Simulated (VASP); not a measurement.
# Cd2Bi2Br (P-3m1) in VASP: single point with r2SCAN

Aim: the single point of Cd2Bi2Br with r2SCAN.

Everything below comes from runs of VASP 6.6.1. Logs are shortened: lines on timing, memory, paths and dates and some standing lists are left out, and cuts for length are marked.

**1. The cell of the first run**

The structure is trigonal, space group P-3m1 (No. 164). The conventional cell has a = 4.239 Å, b = 4.239 Å, c = 9.755 Å, α = 90.00°, β = 90.00°, γ = 120.00°. Within 4.0 Å of Bi (site symmetry 3m) lie 4 Cd at 3.01 to 3.24 Å and 3 Br at 3.42 Å. Cd (site symmetry 3m) has 3 Cd at 2.87 Å and 4 Bi at 3.01 to 3.24 Å within 3.8 Å. Br (site symmetry -3m) has 6 Bi at 3.42 Å and 6 Br at 4.24 Å within 4.5 Å.

**2. Single point, r2SCAN**

File POSCAR:

```
Cd2Bi2Br
1.0
    2.1194270558      3.6709553436      0.0000000000
   -2.1194270558      3.6709553436      0.0000000000
    0.0000000000      0.0000000000      9.7545143272
Bi Cd Br
2 2 1
Direct
    0.3333333333      0.3333333333      0.2442354399
    0.6666666667      0.6666666667      0.7557645601
    0.3333333333      0.3333333333      0.5767822929
    0.6666666667      0.6666666667      0.4232177071
    0.0000000000      0.0000000000      0.0000000000
```

File INCAR.step1:

```
ALGO = Normal
EDIFF = 1E-5
ENCUT = 550
GGA = PE
GGA_COMPAT = False
ISMEAR = -1
LASPH = True
LCHARG = False
LREAL = False
LWAVE = True
NBANDS = 38
NELM = 120
PREC = Accurate
SIGMA = 0.1
```

File INCAR.step2:

```
ALGO = Normal
EDIFF = 1E-6
ENCUT = 550
GGA_COMPAT = False
ISIF = 2
ISMEAR = -1
ISTART = 1
LASPH = True
LCHARG = True
LELF = True
LMIXTAU = True
LREAL = False
LVHAR = True
LWAVE = False
METAGGA = R2SCAN
NBANDS = 38
NELM = 120
PREC = Accurate
SIGMA = 0.1
```

File KPOINTS:

```
k-points
0
Gamma
  8 8 4
```

Potentials or basis: VASP PAW PBE potentials, release 64 (Bi_d, Cd, Br).

Run with:

```
> cat potpaw_PBE.64/Bi_d/POTCAR potpaw_PBE.64/Cd/POTCAR potpaw_PBE.64/Br/POTCAR > POTCAR
> cp INCAR.step1 INCAR
> mpirun -np 1 vasp_std > vasp.out
> cp INCAR.step2 INCAR
> mpirun -np 1 vasp_std > vasp.out
```

OUTCAR:

```text
EDIFF = 1E-6
   ENCUT = 550
   ISIF = 2
   ISMEAR = -1
   ISTART = 1
   LASPH = True
   LREAL = False
   METAGGA = R2SCAN
   NELM = 120
   PREC = Accurate

 ion  position               nearest neighbor table
   1  0.333  0.333  0.244-   4 3.01   4 3.01   4 3.01   3 3.24
   2  0.667  0.667  0.756-   3 3.01   3 3.01   3 3.01   4 3.24
   3  0.333  0.333  0.577-   4 2.87   4 2.87   4 2.87   2 3.01   2 3.01   2 3.01   1 3.24
   4  0.667  0.667  0.423-   3 2.87   3 2.87   3 2.87   1 3.01   1 3.01   1 3.01   2 3.24
   5  0.000  0.000  0.000-

  LATTYP: Found a hexagonal cell.
 ALAT       =     4.2388541116
 C/A-ratio  =     2.3012149204

  Lattice vectors:

 A1 = (   2.1194270558,  -3.6709553436,   0.0000000000)
 A2 = (   2.1194270558,   3.6709553436,   0.0000000000)
 A3 = (   0.0000000000,   0.0000000000,   9.7545143272)

Analysis of symmetry for initial positions (statically):
=====================================================================
 Subroutine PRICEL returns:
 Original cell was already a primitive cell.

 Routine SETGRP: Setting up the symmetry group for a
 hexagonal supercell.

 Subroutine GETGRP returns: Found 12 space group operations
 (whereof 12 operations were pure point group operations)
 out of a pool of 24 trial point group operations.

The static configuration has the point symmetry D_3d.

Analysis of symmetry for dynamics (positions and initial velocities):
=====================================================================
 Subroutine PRICEL returns:
 Original cell was already a primitive cell.

 Routine SETGRP: Setting up the symmetry group for a
 hexagonal supercell.

 Subroutine GETGRP returns: Found 12 space group operations
 (whereof 12 operations were pure point group operations)
 out of a pool of 24 trial point group operations.

The dynamic configuration has the point symmetry D_3d.

 Subroutine INISYM returns: Found 12 space group operations
 (whereof 12 operations are pure point group operations),
 and found     1 'primitive' translations

----------------------------------------------------------------------------------------

                                     Primitive cell

  volume of cell :     151.7865
[... 90 lines left out ...]
   LNONCOLLINEAR =      F non collinear calculations
   LSORBIT =      F    spin-orbit coupling
   LASPH  =      T    aspherical Exc in radial PAW
   ENCUT  =  550.0 eV  40.42 Ry    6.36 a.u.   8.11  8.11 18.65*2*pi/ulx,y,z
   NELM   =    120;   NELMIN=  2; NELMDL=  0     # of ELM steps
   EDIFF  = 0.1E-05   stopping-criterion for ELM
   LREAL  =      F    real-space projection
   EDIFFG = 0.1E-04   stopping-criterion for IOM
   NSW    =      0    number of steps for IOM
   IBRION =     -1    ionic relax: 0-MD 1-quasi-New 2-CG
   NFREE  =      0    steps in history (QN), initial steepest desc. (CG)
   ISIF   =      2    stress and relaxation
   ISYM   =      2    0-nonsym 1-usesym 2-fastsym
   POTIM  = 0.5000    time-step for ionic-motion
   TEBEG  =    0.0;   TEEND  =   0.0 temperature during run
   PSTRESS=    0.0 pullay stress
   NELECT =      61.0000    total number of electrons
   NUPDOWN=      -1.0000    fix difference up-down
   EMIN   =  10.00;   EMAX   =-10.00  energy-range for DOS
   EFERMI =   0.00;   METHOD = LEGACY
   ISMEAR =    -1;   SIGMA  =   0.10  broadening in eV -4-tet -1-fermi 0-gaus
   EFERMI_NEDOS =   21; number of points for ismear=-14 and -15
   IALGO  =     38    algorithm
   IMIX   =      4    mixing-type and parameters
     AMIX     =   0.40;   BMIX     =  1.00
     AMIX_MAG =   1.60;   BMIX_MAG =  1.00
  volume/ion in A,a.u.               =      30.36       204.86
  Fermi-wavevector in a.u.,A,eV,Ry     =   1.208112  2.283000 19.858159  1.459534
  Thomas-Fermi vector in A             =   2.343729
   LORBIT       =      0    0 simple, 1 ext, 2 COOP (PROOUT), +10 PAW based schemes
   METAGGA = R2SCAN    functional components
   LHFCALC =     F    Hartree Fock is set to
   AEXX    =    0.0000 exact exchange contribution
   IVDW    =     0    specifies the selected vdW correction
   LEPSILON=     F    determine dielectric tensor
   LRPA    =     F    only Hartree local field effects (RPA)
 non-spin polarized calculation
  energy-cutoff  :      550.00
  volume of cell :      151.79
 maximum number of plane-waves:      4474
   NGX = 17   NGY = 17   NGZ = 37

 number of electron      61.0000007 magnetization

 Free energy of the ion-electron system (eV)
  ---------------------------------------------------
  ext. energy  EPLUGINS =         0.00000000
  ---------------------------------------------------
  free energy    TOTEN  =      -170.59658702 eV

  energy without entropy =     -170.51406248  energy(sigma->0) =     -170.55532475

 E-fermi :   3.4562     XC(G=0): -10.1009

 val. band max:        3.4490259437   @ k =  -0.3750   0.2500   0.0000
 cond. band min:       3.4918573340   @ k =   0.3750   0.0000   0.0000
 fundamental gap:      0.0428313903
 Fermi energy:         3.4561609466

 k-point     1 :       0.0000    0.0000    0.0000
  band No.  band energies     occupation
      1     -19.9893      2.00000
      2     -19.9893      2.00000
      3     -19.9890      2.00000
      4     -19.9890      2.00000
      5     -19.9542      2.00000
      6     -19.9542      2.00000
[... 973 lines left out ...]
     37      10.1487      0.00000
     38      10.5055      0.00000

 [... further k-points ...]

------------------------ aborting loop because EDIFF is reached ----------------------------------------

  FORCE on cell =-STRESS in cart. coord.  units (eV):
  Direction    XX          YY          ZZ          XY          YZ          ZX
  --------------------------------------------------------------------------------------
  -------------------------------------------------------------------------------------
  Total        0.1079446      0.1079446      0.1302790     -0.0000000      0.0000000      0.0000000
  in kB        1.1394055      1.1394055      1.3751554     -0.0000000      0.0000000      0.0000000
  external PRESSURE =       1.2179888 kB  Pullay stress =       0.0000000 kB

 VOLUME and BASIS-vectors are now :
 -----------------------------------------------------------------------------
  energy-cutoff  :      550.00
  volume of cell :      151.79
      direct lattice vectors                 reciprocal lattice vectors
     2.119427056  3.670955344  0.000000000     0.235912814  0.136204326  0.000000000
    -2.119427056  3.670955344  0.000000000    -0.235912814  0.136204326  0.000000000
     0.000000000  0.000000000  9.754514327     0.000000000  0.000000000  0.102516637

 POSITION                                       TOTAL-FORCE (eV/Angst)
 -----------------------------------------------------------------------------------
      0.00000      2.44730      2.38240        -0.000000     -0.000000     -0.031858
      0.00000      4.89461      7.37212         0.000000      0.000000      0.031858
      0.00000      2.44730      5.62623        -0.000000      0.000000      0.020124
      0.00000      4.89461      4.12828        -0.000000      0.000000     -0.020124
      0.00000      0.00000      0.00000        -0.000000      0.000000      0.000000
 -----------------------------------------------------------------------------------
    total drift:                               -0.000000      0.000000     -0.000000

  FREE ENERGIE OF THE ION-ELECTRON SYSTEM (eV)
  ---------------------------------------------------
  free  energy   TOTEN  =      -170.5965870221 eV

  energy  without entropy=     -170.5140624794  energy(sigma->0) =     -170.55532475
```

OUTCAR.step1:

```text
EDIFF = 1E-5
   ENCUT = 550
   GGA = PE
   ISMEAR = -1
   LASPH = True
   LREAL = False
[... 1215 lines left out ...]
      0.00000      2.44730      5.62623        -0.000000      0.000000      0.043335
      0.00000      4.89461      4.12828        -0.000000      0.000000     -0.043335
      0.00000      0.00000      0.00000        -0.000000      0.000000      0.000000
 -----------------------------------------------------------------------------------
    total drift:                               -0.000000      0.000000     -0.000000

  FREE ENERGIE OF THE ION-ELECTRON SYSTEM (eV)
  ---------------------------------------------------
  free  energy   TOTEN  =       -11.0144208809 eV

  energy  without entropy=      -10.9266377357  energy(sigma->0) =      -10.97052931
```

Wall time 10 min (1 thread of Intel Xeon 8259CL, shared host); peak memory 0.44 GiB.

What came out:

| Quantity | Value |
| --- | --- |
| Free energy | -170.5966 eV |
| Pressure | 0.1 GPa |
| Largest force | 0.032 eV/Å |
| Band gap on the k mesh | zero (an odd number of electrons rules out a gap without spin polarisation) |

Forces on the atoms (eV/Å):
```
Bi   0.000  0.000 -0.032
Bi   0.000  0.000  0.032
Cd   0.000  0.000  0.020
Cd   0.000  0.000 -0.020
Br   0.000  0.000  0.000
```

Caveat: the PAW data sets were made with another functional, which shifts forces and pressure a little; spin-orbit coupling is left out, which moves the levels of the heavy elements; an odd number of electrons without spin polarisation forces a metal; a magnetic or distorted state may lie lower.

The gap in the log of VASP goes by the Fermi energy; the results here count the filled bands.